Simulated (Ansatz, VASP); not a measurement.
# Ti: VASP beside Ansatz

Contents of INCAR:

```
PREC = Accurate
ENCUT = 500
EDIFF = 1E-6
ISMEAR = 0
SIGMA = 0.1
LREAL = False
LASPH = True
NELM = 120
ALGO = Normal
ISIF = 2
LWAVE = False
LCHARG = False
GGA = PS
NBANDS = 12
GGA_COMPAT = False
```

The input KPOINTS:

```
regular mesh
0
Gamma
  18 18 18
```

File POSCAR:

```
Ti
1.0
   -1.6051160550      1.6051160550      1.6051160550
    1.6051160550     -1.6051160550      1.6051160550
    1.6051160550      1.6051160550     -1.6051160550
Ti
1
Direct
    0.0000000000      0.0000000000      0.0000000000
```

Input for Ansatz:

```yaml
crystal:
  lattice:
    - [-1.605116055, 1.605116055, 1.605116055]
    - [1.605116055, -1.605116055, 1.605116055]
    - [1.605116055, 1.605116055, -1.605116055]
  atoms:
    - { symbol: Ti, position: [0.0, 0.0, 0.0] }
basis:
  ecutwfc: 420
kpoints:
  mp_grid: { grid: [18, 18, 18] }
  band_path:
    path:
      - [[0.0, 0.0, 0.0], [0.5, -0.5, 0.5], [0.0, 0.0, 0.5], [0.0, 0.0, 0.0], [0.25, 0.25, 0.25], [0.5, -0.5, 0.5]]
      - [[0.25, 0.25, 0.25], [0.0, 0.0, 0.5]]
    npoints: 10
hamiltonian:
  xc: pbesol
  pseudopotentials: { kind: paw }
scf:
  occupations: { method: gaussian, width: 0.1 }
  n_extra_bands: 6
output:
  forces: true
  stress: true
  eigenvalues: true
  dos: { projected: false, de: 0.02, nscf_kmesh: { grid: [27, 27, 27] } }
  write_density: true
  write_potential: true
  elf: true
  volumetric_format: npy
```

Alike in both runs: task single point; functional PBEsol; k mesh 18 × 18 × 18; occupations gaussian, width 0.1 eV; no spin polarisation.

|  | VASP | Ansatz |
| --- | --- | --- |
| version | VASP 6.6.1 | Ansatz 0.2.0 |
| potentials or method | VASP PAW PBE potentials, release 64 (Ti_sv), cutoff 500 eV | scalar-relativistic, plane waves, PAW |
| valence electrons in the cell | 12 | 12 |

|  | VASP | Ansatz | Ansatz less VASP |
| --- | --- | --- | --- |
| gap on the k mesh at the Fermi level (eV) | none | none | - |
| pressure (GPa) | -0.3 | 0.0 | +0.32 |

VASP's potentials were made for PBE, not for PBEsol. A gap of «none» marks a metal or a gap that the smearing closes. With one functional, cell and mesh, what is left measures potentials, basis and numerics.
